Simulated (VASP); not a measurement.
A run of VASP 6.6.1:

INCAR

```
SYSTEM = Pb
ALGO = Normal
EDIFF = 1E-8
ENCUT = 520
GGA = PS
ISIF = 2
ISMEAR = -1
LASPH = .TRUE.
LCHARG = .FALSE.
LEFG = .TRUE.
LREAL = .FALSE.
LWAVE = .FALSE.
NBANDS = 21
NELM = 80
PREC = Accurate
SIGMA = 0.05
```

The input KPOINTS:

```
k-points
0
G
  12 12 7
  0 0 0
```

The input POSCAR:

```
Pb
1.0
    3.4800006906      0.0000000000      0.0000000000
   -1.7400003453      3.0137690032      0.0000000000
    0.0000000000      0.0000000000      5.6459000000
Pb
2
Direct
    0.3333333333      0.6666666667      0.2500000000
    0.6666666667      0.3333333333      0.7500000000
```

Potentials or basis: VASP PAW PBE potentials, release 64 (Pb_d).

Run with:

```sh
$ cat potpaw_PBE.64/Pb_d/POTCAR > POTCAR
$ mpirun -np 1 vasp_std > vasp.out
```

Hardware: 1 thread of Intel(R) Xeon(R) Platinum 8259CL CPU @ 2.50GHz (Skylake/Cascade Lake), on a shared host.

Problem. How long does it take, and how much memory?

Solution. It took 85 s on 1 thread of Intel(R) Xeon(R) Platinum 8259CL CPU @ 2.50GHz (Skylake/Cascade Lake), on a shared host, peak memory 0.21 GiB. Counts: scf iterations 13, k points 76.
